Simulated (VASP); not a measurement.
Here is a VASP 6.6.1 calculation.

Contents of INCAR:

```
ALGO = Normal ; EDIFF = 1E-6
ENCUT = 600 ; GGA = PE
GGA_COMPAT = F ; ISIF = 2
ISMEAR = -1 ; LASPH = T
LCHARG = T ; LELF = T
LREAL = F ; LVHAR = T
LWAVE = F ; NBANDS = 78
NELM = 120 ; PREC = Accurate
SIGMA = 0.15
```

The input KPOINTS:

```
k-points
0
Gamma
  3 3 3
```

POSCAR

```
TiC
1.0
    0.0000000000      4.3186000000      4.3186000000
    4.3186000000      0.0000000000      4.3186000000
    4.3186000000      4.3186000000      0.0000000000
Ti C
8 8
Direct
    0.0000000000      0.0000000000      0.0000000000
    0.0000000000      0.0000000000      0.5000000000
    0.0000000000      0.5000000000      0.0000000000
    0.0000000000      0.5000000000      0.5000000000
    0.5000000000      0.0000000000      0.0000000000
    0.5000000000      0.0000000000      0.5000000000
    0.5000000000      0.5000000000      0.0000000000
    0.5000000000      0.5000000000      0.5000000000
    0.2500000000      0.2500000000      0.2500000000
    0.2500000000      0.2500000000      0.7500000000
    0.2500000000      0.7500000000      0.2500000000
    0.2500000000      0.7500000000      0.7500000000
    0.7500000000      0.2500000000      0.2500000000
    0.7500000000      0.2500000000      0.7500000000
    0.7500000000      0.7500000000      0.2500000000
    0.7500000000      0.7500000000      0.7500000000
```

Potentials or basis: VASP PAW PBE potentials, release 64 (Ti_sv, C).

Command:

```console
$ cat potpaw_PBE.64/Ti_sv/POTCAR potpaw_PBE.64/C/POTCAR > POTCAR
$ mpirun -np 1 vasp_std > vasp.out
```

(1) What does it give for the band gap on the k mesh?

(2) Predict the pressure.

## Answers

(1) zero (bands 64 and 65 overlap by 0.18 eV).

(2) 2.8 GPa.

Caveat: the k points lie up to 0.42 Å⁻¹ apart.
